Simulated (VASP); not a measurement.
BiB:

```
B Bi
1.0
     3.49747    0.00000    0.00000
    -1.74873    3.02890    0.00000
     0.00000    0.00000    5.70087
B Bi
2 2
Direct
  0.00000 0.00000 0.00000
  0.00000 0.00000 0.50000
  0.33333 0.66667 0.25000
  0.66667 0.33333 0.75000
```

| Quantity | Value |
| --- | --- |
| Program | VASP 6.6.1 |
| Task | relaxation of cell and atoms |
| Functional | PBEsol |
| Potentials or basis | VASP PAW PBE potentials, release 64 (B, Bi_d) |
| Cutoff | 600 eV |
| k mesh | 9 × 9 × 4 |
| Occupations | fermi-dirac, width 0.03 eV |
| Spin | no spin polarisation |

At the start: pressure 23.3 GPa; volume 15.10 Å³/atom.

**Question.** How do energy, volume and symmetry change on relaxing?

**Answer.** Over 9 steps the energy falls by 190.4 meV/atom and the volume is 18.18 Å³/atom (+20.4 %); space group P6_3/mmc (No. 194, to 0.1 Å) before and after.

Step by step:
| step | energy change (eV) | largest force (eV/Å) | pressure (GPa) | volume (Å³) |
| --- | --- | --- | --- | --- |
| 1 | 0.0000 | 0.0000 | 23.27 | 60.39 |
| 2 | -0.4721 | 0.0000 | -8.03 | 81.64 |
| 3 | -0.7465 | 0.0000 | 0.09 | 72.28 |
| 4 | -0.7463 | 0.0000 | 0.41 | 72.03 |
| 5 | -0.7576 | 0.0000 | 0.28 | 72.33 |
| 6 | -0.7617 | 0.0000 | 0.13 | 72.62 |
| 7 | -0.7617 | 0.0000 | 0.13 | 72.60 |
| 8 | -0.7617 | 0.0000 | -0.06 | 72.77 |
| 9 | -0.7617 | 0.0000 | 0.00 | 72.71 |

Final structure:
```
B Bi
1.0
     3.74070    0.00000    0.00000
    -1.87035    3.23954    0.00000
     0.00000    0.00000    6.00022
B Bi
2 2
Cartesian
  0.0000 0.0000 0.0000
  0.0000 0.0000 3.0001
  0.0000 2.1597 1.5001
  1.8704 1.0798 4.5002
```

Caveat: the volume moved by over 15 % at a fixed basis, so the end points are rough; the PAW data sets were made with another functional, which shifts forces and pressure a little.
